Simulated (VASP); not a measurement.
# Mg (P6_3/mmc) in VASP: settings compared, part 2 of 2

VASP 6.6.1. Earlier steps stand in the parts before.

## (3) Relaxation of cell and atoms, BLYP+D4

INCAR

```
AGGAC = 1.0 ; AGGAX = 1.0
ALDAC = 0.0 ; ALDAX = 1.0
ALGO = Fast ; EDIFF = 1E-6
EDIFFG = -0.01 ; ENCUT = 600
GGA = B5 ; IBRION = 2
ISIF = 3 ; ISMEAR = -1
IVDW = 13 ; LASPH = True
LCHARG = False ; LREAL = False
LWAVE = False ; NELM = 80
NSW = 60 ; PREC = Accurate
SIGMA = 0.05 ; VDW_A1 = 0.44488865
VDW_A2 = 4.0933009 ; VDW_S6 = 1.0
VDW_S8 = 2.34076671
```

KPOINTS

```
k-points
0
Gamma
  10 10 3
```

POSCAR

```
Mg
1.0
    3.1768261656      0.0000000000      0.0000000000
   -1.5884130828      2.7512121628      0.0000000000
    0.0000000000      0.0000000000     10.3188620100
Mg
4
Direct
    0.6666666667      0.3333333333      0.7500000000
    0.0000000000      0.0000000000      0.5000000000
    0.3333333333      0.6666666667      0.2500000000
    0.0000000000      0.0000000000      0.0000000000
```

Potentials or basis: VASP PAW PBE potentials, release 64 (Mg).

On the command line:

```
$ cat potpaw_PBE.64/Mg/POTCAR > POTCAR
$ mpirun -np 1 vasp_std > vasp.out
```

OUTCAR:

```text
EDIFF = 1E-6
   EDIFFG = -0.01
   ENCUT = 600
   GGA = B5
   IBRION = 2
   ISIF = 3
   ISMEAR = -1
   IVDW = 13
   LASPH = True
   LREAL = False
   NELM = 80
   NSW = 60
   PREC = Accurate

 ion  position               nearest neighbor table
   1  0.667  0.333  0.750-   2 3.17   4 3.17   2 3.17   4 3.17   2 3.17   4 3.17
   2  0.000  0.000  0.500-   1 3.17   3 3.17   3 3.17   1 3.17   1 3.17   3 3.17
   3  0.333  0.667  0.250-   2 3.17   4 3.17   2 3.17   4 3.17   2 3.17   4 3.17
   4  0.000  0.000  0.000-   1 3.17   3 3.17   3 3.17   1 3.17   1 3.17   3 3.17

  LATTYP: Found a hexagonal cell.
 ALAT       =     3.1768261656
 C/A-ratio  =     3.2481670296

  Lattice vectors:

 A1 = (   3.1768261656,   0.0000000000,   0.0000000000)
 A2 = (  -1.5884130828,   2.7512121628,   0.0000000000)
 A3 = (   0.0000000000,   0.0000000000,  10.3188620100)

Analysis of symmetry for initial positions (statically):
=====================================================================
 Subroutine PRICEL returns:
 Original cell was already a primitive cell.

 Routine SETGRP: Setting up the symmetry group for a
 hexagonal supercell.

 Subroutine GETGRP returns: Found 24 space group operations
 (whereof 12 operations were pure point group operations)
 out of a pool of 24 trial point group operations.

The static configuration has the point symmetry D_3d.
 The point group associated with its full space group is D_6h.

Analysis of symmetry for dynamics (positions and initial velocities):
=====================================================================
 Subroutine PRICEL returns:
 Original cell was already a primitive cell.

[... 158 lines left out ...]
  ext. energy  EPLUGINS =         0.00000000
  ---------------------------------------------------
  free energy    TOTEN  =        -2.95393929 eV

  energy without entropy =       -2.93782789  energy(sigma->0) =       -2.94588359

------------------------ aborting loop because EDIFF is reached ----------------------------------------

  DFT-D4 for vdW energy calculation

  Edisp (eV):   -0.57847
[... 243 lines left out ...]
--------------------------------------- Ionic step        7  -------------------------------------------

 number of electron       8.0000000 magnetization

 Free energy of the ion-electron system (eV)
  ---------------------------------------------------
  ext. energy  EPLUGINS =         0.00000000
  ---------------------------------------------------
  free energy    TOTEN  =        -2.97047542 eV

  energy without entropy =       -2.95504335  energy(sigma->0) =       -2.96275939

 E-fermi :   3.2097     XC(G=0):  -8.0514

 val. band max:        3.2070222634   @ k =   0.3000   0.3000   0.0000
 cond. band min:       3.2565984246   @ k =   0.3000   0.0000   0.0000
 fundamental gap:      0.0495761612
 Fermi energy:         3.2096755046

 k-point     1 :       0.0000    0.0000    0.0000
  band No.  band energies     occupation
      1      -3.8450      2.00000
      2      -2.4894      2.00000
      3      -2.4867      2.00000
      4       1.3790      2.00000
      5       1.5846      2.00000
      6       7.8038      0.00000
      7       7.8105      0.00000
      8      14.2479      0.00000
[... 243 lines left out ...]
 k-point    24 :       0.4000    0.1000    0.3333
  band No.  band energies     occupation
      1       0.3999      2.00000
      2       0.8310      2.00000
      3       2.2528      2.00000
      4       2.3723      2.00000
      5       2.9446      1.99008
      6       3.8257      0.00001
      7       4.5590      0.00000
      8       5.7174      0.00000

 [... further k-points ...]

------------------------ aborting loop because EDIFF is reached ----------------------------------------

  DFT-D4 for vdW energy calculation

  Edisp (eV):   -0.56897
[... 27 lines left out ...]
  FREE ENERGIE OF THE ION-ELECTRON SYSTEM (eV)
  ---------------------------------------------------
  free  energy   TOTEN  =        -3.5394484879 eV

  energy  without entropy=       -3.5240164166  energy(sigma->0) =       -3.53173245

 reached required accuracy - stopping structural energy minimisation
```

CONTCAR:

```text
Mg
   1.00000000000000
     3.1751059512201483    0.0000000000000000    0.0000000000000000
    -1.5875529756100741    2.7497224134471208    0.0000000000000000
     0.0000000000000000    0.0000000000000000   10.5099644458959265
  Mg
     4
Direct
     0.6666666667000030    0.3333333332999970    0.7500000000000000
     0.0000000000000000    0.0000000000000000    0.5000000000000000
     0.3333333332999970    0.6666666667000030    0.2500000000000000
     0.0000000000000000    0.0000000000000000    0.0000000000000000

  0.00000000E+00  0.00000000E+00  0.00000000E+00
  0.00000000E+00  0.00000000E+00  0.00000000E+00
  0.00000000E+00  0.00000000E+00  0.00000000E+00
  0.00000000E+00  0.00000000E+00  0.00000000E+00
```

It took 4.1 min on 1 thread of Intel Xeon 8259CL, shared host; peak memory 0.26 GiB.

Results:

```
Free energy                           : -3.5394 eV
Relaxed volume                        : 22.94 Å³/atom
Relaxed cell                          : a = 3.175 Å, b = 3.175 Å, c = 10.510 Å, α = 90.00°, β = 90.00°, γ = 120.00°
Space group after relaxing (to 0.1 Å) : P6_3/mmc (No. 194)
Energy gained by relaxing             : 1.8 meV/atom
Ionic steps                           : 7
Pressure after relaxing               : 0.0 GPa
Band gap on the k mesh                : zero (bands 4 and 5 overlap by 2.15 eV)
Dispersion energy per atom            : -0.142 eV
```

The path:
```csv
step,energy change (eV),largest force (eV/Å),pressure (GPa),volume (Å³)
1,0.0000,0.0000,0.60,90.19
2,-0.0053,0.0000,0.18,91.28
3,-0.0066,0.0000,-0.08,92.00
4,-0.0066,0.0000,-0.12,92.14
5,-0.0070,0.0000,-0.05,91.94
6,-0.0069,0.0000,0.10,91.55
7,-0.0070,0.0000,0.02,91.76
```

Final structure:
```yaml
crystal:
  lattice:
    - [3.17511, 0.00000, 0.00000]
    - [-1.58755, 2.74972, 0.00000]
    - [0.00000, 0.00000, 10.50996]
  atoms:
    - { symbol: Mg, position: [0.66667, 0.33333, 0.75000] }
    - { symbol: Mg, position: [0.00000, 0.00000, 0.50000] }
    - { symbol: Mg, position: [0.33333, 0.66667, 0.25000] }
    - { symbol: Mg, position: [0.00000, 0.00000, 0.00000] }
```

Caveat: the PAW data sets were made with another functional, which shifts forces and pressure a little.

## (4) Single point, PBEsol

This run uses another cell than the first one, of 15.38 Å³/atom.

INCAR

```
SYSTEM = Mg
ALGO     = Normal         ! electronic algorithm
EDIFF    = 1E-6           ! SCF threshold, eV
ENCUT    = 520            ! plane-wave cutoff, eV
GGA      = PS             ! functional
ISIF     = 2              ! what is computed and relaxed
ISMEAR   = -1             ! smearing method
LASPH    = .True.         ! aspherical terms in the spheres
LCHARG   = .False.        ! write CHGCAR
LREAL    = .False.        ! projectors in reciprocal space
LWAVE    = .False.        ! write WAVECAR
NBANDS   = 12             ! bands
NELM     = 80             ! most SCF steps
PREC     = Accurate       ! precision mode
SIGMA    = 0.05           ! smearing width, eV
```

KPOINTS

```
k-points
0
Gamma
  10 10 3
  0 0 0
```

POSCAR

```
Mg
1.0
    2.7960550851      0.0000000000      0.0000000000
   -1.3980275425      2.4214547341      0.0000000000
    0.0000000000      0.0000000000      9.0848727646
Mg
4
Direct
    0.6666666667      0.3333333333      0.7500000000
    0.0000000000      0.0000000000      0.5000000000
    0.3333333333      0.6666666667      0.2500000000
    0.0000000000      0.0000000000      0.0000000000
```

On the command line:

```
$ cat potpaw_PBE.64/Mg/POTCAR > POTCAR
$ mpirun -np 1 vasp_std > vasp.out
```

It took 8.2 s on 1 thread of Intel Xeon 6975P-C (Granite Rapids), shared host; peak memory 0.18 GiB.

It converged, with:

```
Free energy            : -4.8680 eV
Pressure               : 30.5 GPa
Band gap on the k mesh : zero (bands 4 and 5 overlap by 1.77 eV)
```

Levels at points of the mesh, in eV from the Fermi level:
```csv
k point,band 2,band 3,band 4,band 5,band 6,band 7
"(0.00, 0.00, 0.00)",-7.11,-7.11,-2.44,-1.33,6.21,6.23
"(0.50, 0.00, 0.00)",-2.72,-1.62,-1.38,-0.64,-0.44,3.07
```

Caveat: the cell stands under pressure; the PAW data sets were made with another functional, which shifts forces and pressure a little.

## (5) The runs side by side

```csv
task,level,cell,cutoff (eV),gap on the mesh (eV),pressure (GPa),relaxed volume (Å³/atom)
relaxation of cell and atoms,BLYP+D3(BJ),"relaxed from a = 3.177, b = 3.177, c = 10.319 Å, angles 90.0, 90.0, 120.0°, 4 atoms",600,none,0.0,20.62
relaxation of cell and atoms,BLYP+D4,"relaxed from a = 3.177, b = 3.177, c = 10.319 Å, angles 90.0, 90.0, 120.0°, 4 atoms",600,none,0.0,22.94
single point,PBEsol,"a = 2.796, b = 2.796, c = 9.085 Å, angles 90.0, 90.0, 120.0°, 4 atoms",520,none,30.5,-
```

Alike in all rows: potentials or basis VASP PAW PBE potentials, release 64 (Mg); no spin polarisation; k mesh 10 × 10 × 3; smearing fermi-dirac 0.05 eV.

Caveats: the PAW data sets were made with another functional, which shifts forces and pressure a little; the cell stands under pressure (at least some runs).

Absolute energies hang on the potentials; compare differences alone.
